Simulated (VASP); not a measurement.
Write the native input for VASP 6.6.1 that does the following.

```yaml
Task: single point
Functional: HSE06
Potentials_or_basis: VASP PAW PBE potentials, release 64 (B, N)
Cutoff: 520 eV
k_mesh: 8 × 8 × 8
Occupations: gaussian, width 0.01 eV
Spin: no spin polarisation
Dipole_correction: no
Grid_for_exact_exchange_PRECFOCK: Normal
Further_INCAR_settings: ALGO = Normal; EDIFF = 1e-06; NBANDS = 11
Share_of_exact_exchange: 0.25
Screening_parameter: 0.2079 1/Å
```

The system is BN.

```
B N
1.0
     0.00000    1.87702    1.87702
     1.87702    0.00000    1.87702
     1.87702    1.87702    0.00000
B N
1 1
Direct
  0.00000 0.00000 0.00000
  0.25000 0.25000 0.25000
```

This cell differs from its parent crystal: strain +4.0%.

One way to write it, as run:

POSCAR

```
BN
1.0
    0.0000000000      1.8770184836      1.8770184836
    1.8770184836      0.0000000000      1.8770184836
    1.8770184836      1.8770184836      0.0000000000
B N
1 1
Direct
    0.0000000000      0.0000000000      0.0000000000
    0.2500000000      0.2500000000      0.2500000000
```

INCAR.step1

```
SYSTEM = BN
PREC = Accurate ; ENCUT = 520
EDIFF = 1E-5 ; ISMEAR = 0
SIGMA = 0.01 ; LREAL = .FALSE.
LASPH = .TRUE. ; NELM = 80
ALGO = Normal ; ISIF = 2
LWAVE = .TRUE. ; GGA = PE
NBANDS = 11
```

INCAR.step2

```
SYSTEM = BN
PREC = Accurate ; ENCUT = 520
EDIFF = 1E-6 ; ISMEAR = 0
SIGMA = 0.01 ; LREAL = .FALSE.
LASPH = .TRUE. ; NELM = 80
ALGO = Normal ; ISIF = 2
LWAVE = .FALSE. ; LCHARG = .TRUE.
GGA = PE ; LHFCALC = .TRUE.
HFSCREEN = 0.2079 ; PRECFOCK = Normal
LELF = .TRUE. ; LVHAR = .TRUE.
ISTART = 1 ; NBANDS = 11
```

KPOINTS

```
Automatic mesh
0
G
  8 8 8
  0 0 0
```

Potentials or basis: VASP PAW PBE potentials, release 64 (B, N).

Run with:

```sh
$ cat potpaw_PBE.64/B/POTCAR potpaw_PBE.64/N/POTCAR > POTCAR
$ cp INCAR.step1 INCAR
$ mpirun -np 1 vasp_std > vasp.out
$ cp INCAR.step2 INCAR
$ mpirun -np 1 vasp_std > vasp.out
```

It gave:

- Pressure: -41.0 GPa
- Band gap on the k mesh: 5.61 eV (least direct gap 9.97 eV)

Caveat: the cell differs from its parent crystal (strain +4.0%); the cell stands under tension; the PAW data sets were made with another functional, which shifts forces and pressure a little.

Run time: 21 min on 1 thread of AMD EPYC 7R43 64-Core Processor (Zen 3) (shared host), peak memory 0.2 GiB.
